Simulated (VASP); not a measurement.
Here is a VASP 6.6.1 calculation.

INCAR

```
  PREC = Accurate
  ENCUT = 520
  EDIFF = 1E-6
  ISMEAR = 0
  SIGMA = 0.01
  LREAL = False
  LASPH = True
  NELM = 80
  ALGO = Normal
  ISIF = 2
  LWAVE = False
  LCHARG = False
  GGA = CA
  NBANDS = 60
```

File KPOINTS:

```
regular mesh
0
Gamma
  6 6 6
```

The input POSCAR:

```
ZnSe2
1.0
    6.1726348114      0.0000000000      0.0000000000
    0.0000000000      6.1726348114      0.0000000000
    0.0000000000      0.0000000000      6.1726348114
Zn Se
4 8
Direct
    0.5000000000      0.5000000000      0.0000000000
    0.5000000000      0.0000000000      0.5000000000
    0.0000000000      0.5000000000      0.5000000000
    0.0000000000      0.0000000000      0.0000000000
    0.1106348264      0.8893651736      0.3893651736
    0.8893651736      0.3893651736      0.1106348264
    0.3893651736      0.1106348264      0.8893651736
    0.6106348264      0.6106348264      0.6106348264
    0.8893651736      0.1106348264      0.6106348264
    0.1106348264      0.6106348264      0.8893651736
    0.6106348264      0.8893651736      0.1106348264
    0.3893651736      0.3893651736      0.3893651736
```

Potentials or basis: VASP PAW LDA potentials, release 64 (Zn, Se).

Launch:

```sh
$ cat potpaw_LDA.64/Zn/POTCAR potpaw_LDA.64/Se/POTCAR > POTCAR
$ mpirun -np 1 vasp_std > vasp.out
```

(1) What does it give for the largest force?

(2) What does it give for the pressure?

(3) Predict the band gap on the k mesh.

Results:

(1) 0.027 eV/Å.

(2) 0.4 GPa.

(3) 0.66 eV, indirect (least direct gap 0.71 eV).
